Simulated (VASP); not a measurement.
Input of a VASP 6.6.1 run:

File INCAR:

```
SYSTEM = Li16H
PREC = Accurate
ENCUT = 520
EDIFF = 1E-6
ISMEAR = 0
SIGMA = 0.1
LREAL = Auto
LASPH = .True.
NELM = 100
ALGO = Normal
ISIF = 2
LWAVE = .False.
LCHARG = .False.
GGA = PE
IVDW = 12
NBANDS = 38
```

Contents of KPOINTS:

```
Automatic mesh
0
Gamma
  4 4 4
  0 0 0
```

File POSCAR:

```
Li16H
1.0
    6.9800000000      0.0000000000      0.0000000000
    0.0000000000      6.9800000000      0.0000000000
    0.0000000000      0.0000000000      6.9800000000
Li H
16 1
Direct
    0.0141186857     -0.0000224372     -0.0200245636
    0.4857602181     -0.0000214188     -0.0200701808
    0.0113897959      0.4999773846      0.0158851117
   -0.0298246927     -0.0000455109      0.5019466759
    0.2502541338      0.2388311429      0.2609580551
    0.4887669127      0.4999783713      0.0159311184
    0.5298724410     -0.0000415112      0.5020627179
    0.7501966664      0.2259378374      0.2460496810
   -0.0102804913      0.4999442739      0.4911173409
    0.2502558328      0.7611746029      0.2609828233
    0.2500882035      0.2562575642      0.7320471305
    0.5103003727      0.4999453298      0.4911620808
    0.7502006668      0.7740680825      0.2460890914
    0.7501154485      0.2655718329      0.7717566790
    0.2500893222      0.7436927630      0.7320699198
    0.7501164827      0.7344377348      0.7717679198
    0.7497335911      0.0000618582      0.3694000092
```

Potentials or basis: VASP PAW PBE potentials, release 64 (Li_sv, H).

Launch:

```console
$ cat potpaw_PBE.64/Li_sv/POTCAR potpaw_PBE.64/H/POTCAR > POTCAR
$ mpirun -np 1 vasp_std > vasp.out
```

**Question.** Estimate the largest force.

**Answer.** 0.025 eV/Å.

**Question.** Predict the band gap on the k mesh.

**Answer.** Zero (an odd number of electrons rules out a gap without spin polarisation).

**Question.** What does it give for the dispersion energy per atom?

**Answer.** -0.157 eV.

Forces in eV/Å, atoms in the order of the input:
```
Li   0.012  0.000  0.010
Li  -0.010  0.000  0.010
Li  -0.002  0.000  0.008
Li   0.017  0.000  0.015
Li  -0.002  0.000 -0.008
Li   0.003  0.000  0.007
Li  -0.019  0.000  0.017
Li  -0.002  0.001 -0.014
Li   0.004  0.001  0.008
Li  -0.002 -0.001 -0.008
Li  -0.001  0.007 -0.007
Li  -0.002  0.000  0.008
Li  -0.002 -0.001 -0.014
Li  -0.001  0.007 -0.009
Li  -0.001 -0.007 -0.007
Li  -0.001 -0.007 -0.010
H    0.007 -0.001 -0.005
```
